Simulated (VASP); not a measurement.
Wanted: the native input for a VASP 6.6.1 run.

| Quantity | Value |
| --- | --- |
| Task | single point |
| Functional | PBE |
| Potentials or basis | VASP PAW PBE potentials, release 64 (Ga_d) |
| Cutoff | 520 eV |
| k mesh | 10 × 10 × 8 |
| Occupations | fermi-dirac, width 0.05 eV |
| Spin | no spin polarisation |
| Dipole correction | no |
| Further INCAR settings | ALGO = Fast; EDIFF = 1e-06; NBANDS = 20 |

The structure of Ga lies in POSCAR:

```
Ga
1.0
    1.3830000000     -4.0265000000      0.0000000000
    1.3830000000      4.0265000000      0.0000000000
   -0.1174474948      0.0000000000      3.3299294416
Ga
2
Direct
    0.1310000000      0.8690000000      0.7500000000
    0.8690000000      0.1310000000      0.2500000000
```

The input as run:

INCAR

```
SYSTEM = Ga
PREC = Accurate ; ENCUT = 520
EDIFF = 1E-6 ; ISMEAR = -1
SIGMA = 0.05 ; LREAL = .False.
LASPH = .True. ; NELM = 60
ALGO = Fast ; ISIF = 2
LWAVE = .False. ; LCHARG = .False.
GGA = PE ; NBANDS = 20
```

KPOINTS

```
Automatic mesh
0
Gamma
  10 10 8
  0 0 0
```

Potentials or basis: VASP PAW PBE potentials, release 64 (Ga_d).

Command:

```bash
$ cat potpaw_PBE.64/Ga_d/POTCAR > POTCAR
$ mpirun -np 1 vasp_std > vasp.out
```

Results of the run:

```
Pressure               : 1.6 GPa
Largest force          : 0.205 eV/Å
Band gap on the k mesh : zero (bands 13 and 14 overlap by 8.39 eV)
```

Wall time 4.1 min on 1 thread of Intel Xeon 8259CL (shared host), peak memory 0.27 GiB.
